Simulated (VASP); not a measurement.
# Cd2Se5 (I4/m) in VASP: a series of runs, part 2 of 2

VASP 6.6.1. Earlier steps stand in the parts before.

## (3) Single point, PBE

This run uses another cell than the first one, of 28.33 Å³/atom, 1.024 times its volume.

INCAR

```
SYSTEM = Cd2Se5
ALGO = Normal
EDIFF = 1E-7
ENCUT = 520
GGA = PE
ISIF = 2
ISMEAR = 0
LASPH = .True.
LCHARG = .False.
LREAL = .False.
LWAVE = .False.
NBANDS = 36
NELM = 100
PREC = Accurate
SIGMA = 0.2
```

KPOINTS

```
k-points
0
Gamma
  4 4 4
  0 0 0
```

POSCAR

```
Cd2Se5
1.0
   -3.7793182002      3.7793182002      3.4710906916
    3.7793182002     -3.7793182002      3.4710906916
    3.7793182002      3.7793182002     -3.4710906916
Cd Se
2 5
Direct
    0.7500000000      0.2500000000      0.5000000000
    0.2500000000      0.7500000000      0.5000000000
    0.7067357944      0.1793761478      0.8861119422
    0.8206238522      0.7067357944      0.5273596465
    0.1793761478      0.2932642056      0.4726403535
    0.2932642056      0.8206238522      0.1138880578
    0.0000000000      0.0000000000      0.0000000000
```

Potentials or basis: VASP PAW PBE potentials, release 64 (Cd, Se).

Launch:

```bash
> cat potpaw_PBE.64/Cd/POTCAR potpaw_PBE.64/Se/POTCAR > POTCAR
> mpirun -np 1 vasp_std > vasp.out
```

OUTCAR:

```text
SYSTEM = Cd2Se5
   EDIFF = 1E-7
   ENCUT = 520
   GGA = PE
   ISIF = 2
   ISMEAR = 0
   LASPH = .True.
   LREAL = .False.
   NELM = 100
   PREC = Accurate

 ion  position               nearest neighbor table
   1  0.750  0.250  0.500-   5 2.70   6 2.70   3 2.70   4 2.70   2 3.47   2 3.47
   2  0.250  0.750  0.500-   4 2.70   3 2.70   6 2.70   5 2.70   1 3.47   1 3.47
   3  0.707  0.179  0.886-   7 2.60   2 2.70   1 2.70
   4  0.821  0.707  0.527-   7 2.60   2 2.70   1 2.70
   5  0.179  0.293  0.473-   7 2.60   1 2.70   2 2.70
   6  0.293  0.821  0.114-   7 2.60   1 2.70   2 2.70
   7  0.000  0.000  0.000-   3 2.60   6 2.60   5 2.60   4 2.60

  LATTYP: Found a body centered tetragonal cell.
 ALAT       =     7.5586364004
 C/A-ratio  =     0.9184436207

  Lattice vectors:

 A1 = (  -3.7793182002,   3.7793182002,   3.4710906916)
 A2 = (   3.7793182002,  -3.7793182002,   3.4710906916)
 A3 = (   3.7793182002,   3.7793182002,  -3.4710906916)

Analysis of symmetry for initial positions (statically):
=====================================================================
 Subroutine PRICEL returns:
 Original cell was already a primitive cell.

 Routine SETGRP: Setting up the symmetry group for a
 body centered tetragonal supercell.

 Subroutine GETGRP returns: Found  8 space group operations
 (whereof  8 operations were pure point group operations)
 out of a pool of 16 trial point group operations.

The static configuration has the point symmetry C_4h.

Analysis of symmetry for dynamics (positions and initial velocities):
=====================================================================
 Subroutine PRICEL returns:
 Original cell was already a primitive cell.

 Routine SETGRP: Setting up the symmetry group for a
 body centered tetragonal supercell.

 Subroutine GETGRP returns: Found  8 space group operations
 (whereof  8 operations were pure point group operations)
 out of a pool of 16 trial point group operations.
[... 122 lines left out ...]
  Fermi-wavevector in a.u.,A,eV,Ry     =   1.061097  2.005183 15.319168  1.125927
  Thomas-Fermi vector in A             =   2.196501
   LORBIT       =      0    0 simple, 1 ext, 2 COOP (PROOUT), +10 PAW based schemes
   GGA     = PE    functional components
   LHFCALC =     F    Hartree Fock is set to
   AEXX    =    0.0000 exact exchange contribution
   IVDW    =     0    specifies the selected vdW correction
   LEPSILON=     F    determine dielectric tensor
   LRPA    =     F    only Hartree local field effects (RPA)
 non-spin polarized calculation
 Gauss-broadening in eV      SIGMA  =   0.20
  energy-cutoff  :      520.00
  volume of cell :      198.31
 maximum number of plane-waves:      5365
   NGX = 23   NGY = 23   NGZ = 23

 number of electron      54.0000011 magnetization

 Free energy of the ion-electron system (eV)
  ---------------------------------------------------
  ext. energy  EPLUGINS =         0.00000000
  ---------------------------------------------------
  free energy    TOTEN  =       -19.49490725 eV

  energy without entropy =      -19.35998907  energy(sigma->0) =      -19.42744816

 E-fermi :   1.1231     XC(G=0):  -8.8228

 val. band max:        1.1170734890   @ k =   0.5000   0.2500   0.0000
 cond. band min:       1.1539348508   @ k =   0.2500   0.2500   0.0000
 fundamental gap:      0.0368613618
 Fermi energy:         1.1231470288

 k-point     1 :       0.0000    0.0000    0.0000
  band No.  band energies     occupation
      1     -12.9630      2.00000
      2     -10.7621      2.00000
      3     -10.7621      2.00000
      4     -10.6720      2.00000
      5      -9.8651      2.00000
      6      -6.6667      2.00000
[... 535 lines left out ...]
     35       6.4002      0.00000
     36       6.6627      0.00000

------------------------ aborting loop because EDIFF is reached ----------------------------------------

  FORCE on cell =-STRESS in cart. coord.  units (eV):
  Direction    XX          YY          ZZ          XY          YZ          ZX
  --------------------------------------------------------------------------------------
  -------------------------------------------------------------------------------------
  Total        0.2499973      0.2499973      0.8138592      0.0000001     -0.0000000      0.0000000
  in kB        2.0197291      2.0197291      6.5751699      0.0000006     -0.0000000      0.0000000
  external PRESSURE =       3.5382093 kB  Pullay stress =       0.0000000 kB

 VOLUME and BASIS-vectors are now :
 -----------------------------------------------------------------------------
  energy-cutoff  :      520.00
  volume of cell :      198.31
      direct lattice vectors                 reciprocal lattice vectors
    -3.779318200  3.779318200  3.471090692     0.000000000  0.132298995  0.144046942
     3.779318200 -3.779318200  3.471090692     0.132298995  0.000000000  0.144046942
     3.779318200  3.779318200 -3.471090692     0.132298995  0.132298995  0.000000000

 POSITION                                       TOTAL-FORCE (eV/Angst)
 -----------------------------------------------------------------------------------
      0.00000      3.77932      1.73555        -0.000000     -0.000000      0.000000
      3.77932      0.00000      1.73555        -0.000000     -0.000000      0.000000
      1.35584      5.34196     -0.00000         0.083311      0.080220      0.000000
      1.56264      2.42348      3.47109         0.080220     -0.083311      0.000000
      2.21668      1.35584     -0.00000        -0.080220      0.083311      0.000000
      2.42348     -1.56264      3.47109        -0.083311     -0.080220     -0.000000
      0.00000      0.00000      0.00000        -0.000000     -0.000000      0.000000
 -----------------------------------------------------------------------------------
    total drift:                               -0.000000     -0.000000      0.000000

  FREE ENERGIE OF THE ION-ELECTRON SYSTEM (eV)
  ---------------------------------------------------
  free  energy   TOTEN  =       -19.4949072504 eV

  energy  without entropy=      -19.3599890728  energy(sigma->0) =      -19.42744816
```

stdout:

```text
POSCAR found type information on POSCAR CdSe
 POSCAR found :  2 types and       7 ions
 scaLAPACK will be used
 LDA part: xc-table for (Slater+PW92), standard interpolation
 POSCAR, INCAR and KPOINTS ok, starting setup
 FFT: planning ... GRIDC
 FFT: planning ... GRID_SOFT
 FFT: planning ... GRID
 WAVECAR not read
 entering main loop
```

Run time: 2.5 min. Hardware: 1 thread of AMD EPYC 7R43 (Zen 3), shared host; peak memory 0.33 GiB.

What came out:

| Property | Result |
| --- | --- |
| Free energy | -19.4949 eV |
| Pressure | 0.4 GPa |
| Largest force | 0.116 eV/Å |
| Band gap on the k mesh | zero (band 27 reaches 1.35 eV, above the bottom of band 28 at 0.82 eV) |

Forces in eV/Å, atoms in the order of the input:
```
Cd   0.000  0.000  0.000
Cd   0.000  0.000  0.000
Se   0.083  0.080  0.000
Se   0.080 -0.083  0.000
Se  -0.080  0.083  0.000
Se  -0.083 -0.080  0.000
Se   0.000  0.000  0.000
```
